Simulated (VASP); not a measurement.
Input of a VASP 6.6.1 run:

File INCAR:

```
SYSTEM = TiSi2
PREC = Accurate
ENCUT = 520
EDIFF = 1E-7
ISMEAR = -1
SIGMA = 0.05
LREAL = .False.
LASPH = .True.
NELM = 150
ALGO = Normal
ISIF = 2
LWAVE = .False.
LCHARG = .False.
LMAXMIX = 4
LDAU = .True.
LDAUTYPE = 2
LDAUL = 2 -1
LDAUU = 4 0
LDAUJ = 0 0
LDAUPRINT = 1
GGA = PE
NBANDS = 29
```

Contents of KPOINTS:

```
regular mesh
0
Gamma
  7 7 7
  0 0 0
```

The input POSCAR:

```
TiSi2
1.0
    0.0000000000      4.1175163063      4.2628978354
    2.3895119538      0.0000000000      4.2628978354
    2.3895119538      4.1175163063      0.0000000000
Ti Si
2 4
Direct
    0.7500000000      0.7500000000      0.7500000000
    0.5000000000      0.5000000000      0.5000000000
    0.4125656100      0.0874343900      0.4125656100
    0.0874343900      0.4125656100      0.0874343900
    0.1625656100      0.8374343900      0.1625656100
    0.8374343900      0.1625656100      0.8374343900
```

Potentials or basis: VASP PAW PBE potentials, release 64 (Ti_sv, Si).

The run is started by

```console
$ cat potpaw_PBE.64/Ti_sv/POTCAR potpaw_PBE.64/Si/POTCAR > POTCAR
$ mpirun -np 1 vasp_std > vasp.out
```

Q: What does it give for the largest force?

A: 0.114 eV/Å.

Q: What does it give for the band gap on the k mesh?

A: Zero (bands 20 and 21 overlap by 1.94 eV).

Q: Estimate the pressure.

A: 6.9 GPa.

Forces in eV/Å, atoms in the order of the input:
```
Ti   0.000  0.000  0.000
Ti   0.000  0.000  0.000
Si   0.000 -0.114  0.000
Si   0.000  0.114  0.000
Si   0.000 -0.114  0.000
Si   0.000  0.114  0.000
```

Caveat: the cell stands under pressure; U without spin polarisation on a metal has little footing; the U is typed as a test and isn't derived for this compound.
